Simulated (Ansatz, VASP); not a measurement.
## LiCl in VASP and in Ansatz

Contents of INCAR:

```
SYSTEM = LiCl
  PREC = Accurate
  ENCUT = 520
  EDIFF = 1E-7
  ISMEAR = 0
  SIGMA = 0.02
  LREAL = .FALSE.
  LASPH = .TRUE.
  NELM = 60
  ALGO = Normal
  ISIF = 2
  LWAVE = .FALSE.
  LCHARG = .TRUE.
  GGA = PE
  LELF = .TRUE.
  LVHAR = .TRUE.
  NBANDS = 18
```

Contents of KPOINTS:

```
regular mesh
0
G
  9 9 4
  0 0 0
```

The input POSCAR:

```
LiCl
1.0
    3.9498052103      0.0000000000      0.0000000000
   -1.9749026052      3.4206316522      0.0000000000
    0.0000000000      0.0000000000      6.2068141424
Li Cl
2 2
Direct
    0.6666666700      0.3333333300      0.8917472922
    0.3333333300      0.6666666700      0.3917472922
    0.6666666700      0.3333333300      0.4832537078
    0.3333333300      0.6666666700      0.9832537078
```

Input for Ansatz:

```yaml
crystal:
  lattice:
    - [3.9498052103, 0.0, 0.0]
    - [-1.9749026052, 3.4206316522, 0.0]
    - [0.0, 0.0, 6.2068141424]
  atoms:
    - { symbol: Li, position: [0.66666667, 0.33333333, 0.8917472922] }
    - { symbol: Li, position: [0.33333333, 0.66666667, 0.3917472922] }
    - { symbol: Cl, position: [0.66666667, 0.33333333, 0.4832537078] }
    - { symbol: Cl, position: [0.33333333, 0.66666667, 0.9832537078] }
basis:
  ecutwfc: 420
kpoints:
  mp_grid: { grid: [9, 9, 4] }
hamiltonian:
  xc: pbe
scf:
  occupations: { method: gaussian, width: 0.02 }
output:
  forces: true
  stress: true
  eigenvalues: true
```

Alike in both runs: task single point; functional PBE; k mesh 9 × 9 × 4; occupations gaussian, width 0.02 eV; no spin polarisation.

|  | VASP | Ansatz |
| --- | --- | --- |
| version | VASP 6.6.1 | Ansatz 0.2.0 |
| potentials or method | VASP PAW PBE potentials, release 64 (Li_sv, Cl), cutoff 520 eV | scalar-relativistic, plane waves, PAW |
| valence electrons in the cell | 20 | 20 |

|  | VASP | Ansatz | Ansatz less VASP |
| --- | --- | --- | --- |
| gap on the k mesh at the Fermi level (eV) | 5.77 | 5.77 | -0.006 |
| least direct gap on the mesh (eV) | 5.77 | 5.77 | -0.006 |
| rms of the force components (eV/Å) | 0.101 | 0.100 | -0.0005 |

Atom by atom the forces differ by 0.001 eV/Å (rms over components). With one functional, cell and mesh, what is left measures potentials, basis and numerics.

Noted on VASP's run: the cutoff is short for stress, so the pressure is rough.
